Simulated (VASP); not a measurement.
# Al16N17 (a cell with a defect) in VASP: single point with PBE

Aim: the single point of Al16N17 (a cell with a defect) with PBE.

All numbers are computed with VASP 6.6.1; they aren't measurements. Logs are shortened: lines on timing, memory, paths and dates and some standing lists are left out, and cuts for length are marked.

## Step 1: The cell of the first run

The cell holds a defect, 33 atoms: a = 7.627 Å, b = 7.627 Å, c = 7.627 Å, α = 109.47°, β = 109.47°, γ = 109.47°.

## Step 2: Single point, PBE (with an interstitial atom, then relaxed in part)

INCAR reads:

```
  PREC = Accurate
  ENCUT = 520
  EDIFF = 1E-6
  ISMEAR = 0
  SIGMA = 0.01
  LREAL = Auto
  LASPH = T
  NELM = 80
  ALGO = Normal
  ISIF = 2
  LWAVE = F
  LCHARG = F
  GGA = PE
  NBANDS = 88
  NELECT = 134.0
```

KPOINTS reads:

```
Automatic mesh
0
Gamma
  2 2 2
  0.5 0.5 0.5
```

POSCAR reads:

```
Al16N17
1.0
    4.4031742003     -4.4031742003      4.4031742003
   -4.4031742003      4.4031742003      4.4031742003
   -4.4031742003     -4.4031742003     -4.4031742003
Al N
16 17
Direct
    0.2528513387      0.7478494350      0.0071376291
    0.5051471315      0.7524657227      0.7617042559
    0.7506543507      0.7486264490      0.5006259086
    0.0006624898      0.0016202627      0.9728268972
    0.2506513176     -0.0013774673      0.7506130173
    0.0006567804      0.7135882330      0.2609004281
    0.7506748945      0.2413451652      0.0079146048
    0.4961756220     -0.0020921739      0.5072525903
    0.7585131705      0.0030956087      0.2623722424
    0.0006564037      0.2521283630      0.7525982432
    0.5051361549      0.5023898872      0.0117448026
    0.2428299809      0.2452814253      0.5045502736
    0.7484644957      0.4956580264      0.7549454206
    0.4961705312      0.2479727463      0.2572142908
    0.0006545957      0.4933422306      0.5114008445
    0.2506316068      0.4913228349      0.2578974893
    0.2537173164     -0.0037341110      0.0010340506
    0.5006595469     -0.0018120516      0.7574715674
    0.7446382976      0.0018417046      0.5117637507
    0.0006567902      0.2583227763     -0.0038062088
    0.2566796508      0.2578689543      0.7677884815
    0.0006919519      0.0790906180      0.2182536269
    0.7476043685      0.4887056311      0.0025048013
    0.4951391330      0.2463765964      0.5056633976
    0.7446369592      0.2525002512      0.2611383854
    0.0006539905      0.5001067829      0.7593748227
    0.5061834479      0.7518937485      0.0111853906
    0.2566805973      0.5085317025      0.5171583056
    0.7476006840      0.7432128678      0.7479889538
    0.5006460855      0.4981796605      0.2574759274
    0.0006507098      0.7369441691      0.5175883749
    0.2537068998      0.7417554052      0.2555532494
    0.0006892886     -0.0409820448      0.3382996447
```

Potentials or basis: VASP PAW PBE potentials, release 64 (Al, N).

Launch:

```sh
cat potpaw_PBE.64/Al/POTCAR potpaw_PBE.64/N/POTCAR > POTCAR
mpirun -np 1 vasp_std > vasp.out
```

OUTCAR:

```text
PREC = Accurate
   ENCUT = 520
   EDIFF = 1E-6
   ISMEAR = 0
   LREAL = Auto
   LASPH = T
   NELM = 80
   ISIF = 2
   GGA = PE
   NELECT = 134.0

 ion  position               nearest neighbor table
   1  0.253  0.748  0.007-  26 1.90  32 1.91  17 1.91  27 1.91  10 3.09  15 3.09   2 3.10  11 3.10
                             8 3.11  14 3.11  13 3.14   9 3.15  16 3.16   5 3.16   6 3.16   4 3.16
   2  0.505  0.752  0.762-  28 1.87  18 1.90  27 1.90  29 1.91   7 3.04   4 3.10   1 3.10   8 3.11
                            11 3.11  13 3.11   9 3.12   5 3.12  16 3.14  15 3.14   3 3.16  12 3.16
   3  0.751  0.749  0.501-  30 1.89  31 1.90  29 1.91  19 1.92   4 2.94  11 3.04   6 3.06   9 3.07
                             5 3.11  16 3.11  14 3.12  10 3.14   8 3.14  15 3.15   2 3.16  13 3.16
   4  0.001  0.002  0.973-  22 1.76  29 1.89  17 1.89  20 1.91  10 2.93   3 2.94   5 2.94  16 3.06
                             7 3.06  14 3.10   2 3.10   1 3.16  13 3.16   9 3.32  12 3.32
   5  0.251  0.999  0.751-  18 1.89  31 1.90  17 1.91  21 1.92   4 2.94   8 3.04   6 3.06  12 3.07
                             3 3.11   7 3.11   2 3.12  10 3.14  11 3.14  15 3.15  14 3.16   1 3.16
   6  0.001  0.714  0.261-  33 1.76  32 1.89  23 1.89  31 1.91  15 2.93  16 2.94   7 2.94   5 3.06
                             3 3.06   8 3.10  11 3.10  13 3.16   1 3.16   9 3.32  12 3.32
   7  0.751  0.241  0.008-  18 1.89  20 1.90  23 1.91  25 1.92   6 2.94   2 3.04   4 3.06   9 3.07
                            16 3.11   5 3.11   8 3.12  15 3.14  14 3.14  10 3.15  11 3.16  13 3.16
   8  0.496  0.998  0.507-  19 1.87  18 1.90  24 1.90  32 1.91   5 3.04   6 3.10  13 3.10   2 3.11
                            14 3.11   1 3.11  12 3.12   7 3.12   3 3.14  10 3.14  16 3.16   9 3.16
   9  0.759  0.003  0.262-  27 1.92  33 1.92  22 1.92  19 1.94  25 1.94  12 3.02  10 3.05  15 3.05
                             7 3.07   3 3.07   2 3.12  11 3.12   1 3.15   8 3.16  14 3.16   6 3.32
  10  0.001  0.252  0.753-  20 1.84  26 1.87  19 1.90  21 1.90   4 2.93  15 3.00  12 3.05   9 3.05
                             1 3.09  13 3.09   5 3.14   3 3.14  11 3.14   8 3.14   7 3.15  16 3.15
  11  0.505  0.502  0.012-  21 1.87  30 1.90  27 1.90  23 1.91   3 3.04   6 3.10   1 3.10  14 3.11
                             2 3.11  13 3.11   9 3.12  16 3.12   5 3.14  10 3.14   7 3.16  12 3.16
  12  0.243  0.245  0.505-  24 1.92  33 1.92  22 1.92  21 1.94  28 1.94   9 3.02  10 3.05  15 3.05
                            16 3.07   5 3.07  14 3.12   8 3.12  13 3.15   2 3.16  11 3.16   6 3.32
  13  0.748  0.496  0.755-  26 1.90  29 1.91  23 1.91  24 1.91  10 3.09  15 3.09  14 3.10   8 3.10
                             2 3.11  11 3.11   1 3.14  12 3.15   7 3.16   3 3.16   6 3.16   4 3.16
  14  0.496  0.248  0.257-  25 1.87  30 1.90  24 1.90  17 1.91  16 3.04   4 3.10  13 3.10  11 3.11
                             8 3.11   1 3.11  12 3.12   3 3.12   7 3.14  15 3.14   5 3.16   9 3.16
  15  0.001  0.493  0.511-  31 1.84  26 1.87  25 1.90  28 1.90   6 2.93  10 3.00  12 3.05   9 3.05
[... 6 lines left out ...]
  20  0.001  0.258  0.996-  10 1.84  16 1.90   7 1.90   4 1.91
  21  0.257  0.258  0.768-  11 1.87  10 1.90   5 1.92  12 1.94
  22  0.001  0.079  0.218-  33 1.50   4 1.76  12 1.92   9 1.92
[... 9 lines left out ...]
  32  0.254  0.742  0.256-   6 1.89  16 1.91   1 1.91   8 1.91
  33  0.001  0.959  0.338-  22 1.50   6 1.76  12 1.92   9 1.92

  LATTYP: Found a body centered cubic cell.
 ALAT       =     8.8063484006

  Lattice vectors:

 A1 = (   4.4031742003,  -4.4031742003,   4.4031742003)
 A2 = (  -4.4031742003,   4.4031742003,   4.4031742003)
 A3 = (  -4.4031742003,  -4.4031742003,  -4.4031742003)

Analysis of symmetry for initial positions (statically):
=====================================================================
 Subroutine PRICEL returns:
 Original cell was already a primitive cell.

 Routine SETGRP: Setting up the symmetry group for a
 body centered cubic supercell.

 Subroutine GETGRP returns: Found  1 space group operations
 (whereof  1 operations were pure point group operations)
 out of a pool of 48 trial point group operations.

The static configuration has the point symmetry C_1 .

Analysis of symmetry for dynamics (positions and initial velocities):
=====================================================================
 Subroutine PRICEL returns:
 Original cell was already a primitive cell.

 Routine SETGRP: Setting up the symmetry group for a
 body centered cubic supercell.

 Subroutine GETGRP returns: Found  1 space group operations
 (whereof  1 operations were pure point group operations)
 out of a pool of 48 trial point group operations.

The dynamic configuration has the point symmetry C_1 .

 Subroutine INISYM returns: Found  1 space group operations
 (whereof  1 operations are pure point group operations),
 and found     1 'primitive' translations

----------------------------------------------------------------------------------------

                                     Primitive cell

  volume of cell :     341.4740

  direct lattice vectors                    reciprocal lattice vectors
     4.403174200 -4.403174200  4.403174200     0.000000000 -0.113554444  0.113554444
    -4.403174200  4.403174200  4.403174200    -0.113554444  0.000000000  0.113554444
[... 75 lines left out ...]

----------------------------------------------------------------------------------------

 KPOINTS: Automatic mesh

Automatic generation of k-mesh.
 Grid dimensions read from file:
 generate k-points for:    2    2    2

 Generating k-lattice:

  Cartesian coordinates                     Fractional coordinates (reciprocal lattice)
     0.000000000 -0.056777222  0.056777222     0.500000000  0.000000000  0.000000000
    -0.056777222  0.000000000  0.056777222     0.000000000  0.500000000  0.000000000
    -0.056777222 -0.056777222  0.000000000     0.000000000  0.000000000  0.500000000

  Length of vectors
     0.080295118  0.080295118  0.080295118

  Shift w.r.t. Gamma in fractional coordinates (k-lattice)
     0.500000000  0.500000000  0.500000000

 Subroutine IBZKPT returns following result:
 ===========================================

 Found      4 irreducible k-points:

 Following reciprocal coordinates:
            Coordinates               Weight
  0.250000  0.250000  0.250000      2.000000
 -0.250000  0.250000  0.250000      2.000000
  0.250000 -0.250000  0.250000      2.000000
  0.250000  0.250000 -0.250000      2.000000
   k-points           NKPTS =      4   k-points in BZ     NKDIM =      4   number of bands    NBANDS=     88
   number of dos      NEDOS =    301   number of ions     NIONS =     33
   total plane-waves  NPLWV = 216000
   dimension x,y,z NGX =    60 NGY =   60 NGZ =   60
   dimension x,y,z NGXF=   120 NGYF=  120 NGZF=  120
   ions per type =              16  17
   NGX,Y,Z   is equivalent  to a cutoff of  13.08, 13.08, 13.08 a.u.
   NGXF,Y,Z  is equivalent  to a cutoff of  26.16, 26.16, 26.16 a.u.
 SYSTEM =  unknown system
   PREC   = accura    normal or accurate (medium, high low for compatibility)
   ISTART =      0    job   : 0-new  1-cont  2-samecut
   ICHARG =      2    charge: 1-file 2-atom 10-const
   ISPIN  =      1    spin polarized calculation?
   LNONCOLLINEAR =      F non collinear calculations
   LSORBIT =      F    spin-orbit coupling
   LASPH  =      T    aspherical Exc in radial PAW
   ENCUT  =  520.0 eV  38.22 Ry    6.18 a.u.  14.18 14.18 14.18*2*pi/ulx,y,z
   NELM   =     80;   NELMIN=  2; NELMDL= -5     # of ELM steps
   EDIFF  = 0.1E-05   stopping-criterion for ELM
   LREAL  =      T    real-space projection
   EDIFFG = 0.1E-04   stopping-criterion for IOM
   NSW    =      0    number of steps for IOM
   IBRION =     -1    ionic relax: 0-MD 1-quasi-New 2-CG
   NFREE  =      0    steps in history (QN), initial steepest desc. (CG)
   ISIF   =      2    stress and relaxation
   ISYM   =      2    0-nonsym 1-usesym 2-fastsym
   POTIM  = 0.5000    time-step for ionic-motion
   TEBEG  =    0.0;   TEEND  =   0.0 temperature during run
   PSTRESS=    0.0 pullay stress
   NELECT =     134.0000    total number of electrons
   NUPDOWN=      -1.0000    fix difference up-down
   EMIN   =  10.00;   EMAX   =-10.00  energy-range for DOS
   EFERMI =   0.00;   METHOD = LEGACY
   ISMEAR =     0;   SIGMA  =   0.01  broadening in eV -4-tet -1-fermi 0-gaus
   EFERMI_NEDOS =   21; number of points for ismear=-14 and -15
   IALGO  =     38    algorithm
   IMIX   =      4    mixing-type and parameters
     AMIX     =   0.40;   BMIX     =  1.00
     AMIX_MAG =   1.60;   BMIX_MAG =  1.00
  volume/ion in A,a.u.               =      10.35        69.83
  Fermi-wavevector in a.u.,A,eV,Ry     =   1.198553  2.264937 19.545167  1.436529
  Thomas-Fermi vector in A             =   2.334439
   LORBIT       =      0    0 simple, 1 ext, 2 COOP (PROOUT), +10 PAW based schemes
   GGA     = PE    functional components
   LHFCALC =     F    Hartree Fock is set to
   AEXX    =    0.0000 exact exchange contribution
   IVDW    =     0    specifies the selected vdW correction
   LEPSILON=     F    determine dielectric tensor
   LRPA    =     F    only Hartree local field effects (RPA)
 non-spin polarized calculation
 Gauss-broadening in eV      SIGMA  =   0.01
  energy-cutoff  :      520.00
  volume of cell :      341.47
 maximum number of plane-waves:      9184
 NGX is ok and might be reduce to    60
   NGX = 29   NGY = 29   NGZ = 29

 number of electron     133.9999996 magnetization

 Free energy of the ion-electron system (eV)
  ---------------------------------------------------
  ext. energy  EPLUGINS =         0.00000000
  ---------------------------------------------------
  free energy    TOTEN  =      -233.19317116 eV

  energy without entropy =     -233.19317116  energy(sigma->0) =     -233.19317116

 E-fermi :   7.7456     XC(G=0): -10.9819

 val. band max:        7.6295367189   @ k =  -0.2500   0.2500   0.2500
 cond. band min:       9.9058187280   @ k =   0.2500  -0.2500   0.2500
 fundamental gap:      2.2762820090
 Fermi energy:         7.7455761560

 k-point     1 :       0.2500    0.2500    0.2500
  band No.  band energies     occupation
      1     -10.6068      2.00000
      2      -8.2845      2.00000
      3      -8.2668      2.00000
      4      -8.2279      2.00000
      5      -7.6656      2.00000
      6      -6.8970      2.00000
[... 317 lines left out ...]
     78      12.8101      0.00000
     79      13.1348      0.00000
 [bands above 79 left out]

------------------------ aborting loop because EDIFF is reached ----------------------------------------

  FORCE on cell =-STRESS in cart. coord.  units (eV):
  Direction    XX          YY          ZZ          XY          YZ          ZX
  --------------------------------------------------------------------------------------
  -------------------------------------------------------------------------------------
  Total       26.1900352     20.1054464     20.1035205     -0.0019476      7.3480569     -0.0037326
  in kB      122.8822260     94.3336653     94.3246289     -0.0091379     34.4766847     -0.0175130
  external PRESSURE =     103.8468401 kB  Pullay stress =       0.0000000 kB

 VOLUME and BASIS-vectors are now :
 -----------------------------------------------------------------------------
  energy-cutoff  :      520.00
  volume of cell :      341.47
      direct lattice vectors                 reciprocal lattice vectors
     4.403174200 -4.403174200  4.403174200     0.000000000 -0.113554444  0.113554444
    -4.403174200  4.403174200  4.403174200    -0.113554444  0.000000000  0.113554444
    -4.403174200 -4.403174200 -4.403174200    -0.113554444 -0.113554444  0.000000000

 POSITION                                       TOTAL-FORCE (eV/Angst)
 -----------------------------------------------------------------------------------
     -2.21099      2.14813      4.37483         0.001693     -0.000504     -0.000892
     -4.44290     -2.26493      2.18357        -0.001028     -0.000289      0.004880
     -2.19541     -2.21327      4.39725         0.002755     -0.002870      0.000308
     -4.28774     -4.27931     -4.27347        -0.000635      0.002106      0.001772
     -6.59853     -0.01163      2.19569         0.002428     -0.000751     -0.001568
     -4.28795      1.99037      1.99616         0.010159     -0.003800     -0.002048
[... 25 lines left out ...]
     -3.27421      1.02372      3.25795        -0.003795      0.003025     -0.001284
     -5.70928      2.73010      2.73617        -0.003110     -0.033952     -0.035686
 -----------------------------------------------------------------------------------
    total drift:                               -0.002396     -0.009992     -0.004528

  FREE ENERGIE OF THE ION-ELECTRON SYSTEM (eV)
  ---------------------------------------------------
  free  energy   TOTEN  =      -233.1931711562 eV

  energy  without entropy=     -233.1931711562  energy(sigma->0) =     -233.19317116
```

Wall time 3.7 min (1 thread of Intel Xeon Platinum 8375C at 2.90GHz (Ice Lake), shared host); peak memory 0.48 GiB.

What came out:

```
Free energy   : -233.1932 eV
Largest force : 0.049 eV/Å
```

Forces on the atoms (eV/Å):
```
Al   0.002 -0.001 -0.001
Al  -0.001  0.000  0.005
Al   0.003 -0.003  0.000
Al  -0.001  0.002  0.002
Al   0.002 -0.001 -0.002
Al   0.010 -0.004 -0.002
Al  -0.001 -0.001  0.000
Al  -0.002  0.001 -0.004
Al  -0.005  0.007 -0.003
Al   0.001  0.002  0.002
Al  -0.002 -0.004  0.003
Al  -0.002 -0.003  0.005
Al   0.002 -0.001  0.001
Al  -0.001  0.004 -0.002
Al   0.002 -0.002 -0.002
Al  -0.001  0.001 -0.001
N   -0.004  0.002 -0.002
N    0.001  0.000  0.000
N    0.003 -0.001  0.004
N    0.000 -0.002 -0.003
N    0.002  0.004 -0.001
N   -0.002  0.035  0.032
N   -0.004 -0.001  0.002
N   -0.001  0.003 -0.004
N    0.004 -0.004  0.001
N    0.003 -0.001  0.000
N   -0.001 -0.003  0.003
N    0.002  0.001 -0.004
N   -0.004 -0.002  0.002
N    0.001  0.001  0.001
N    0.000  0.003  0.003
N   -0.004  0.003 -0.001
N   -0.003 -0.034 -0.036
```

Caveat: the cell carries a net charge on a neutralising background, which shifts energy and pressure; the cell differs from its parent crystal (with an interstitial atom, then relaxed in part); the cell is charged against a uniform background, so pressure and absolute levels hang on convention.
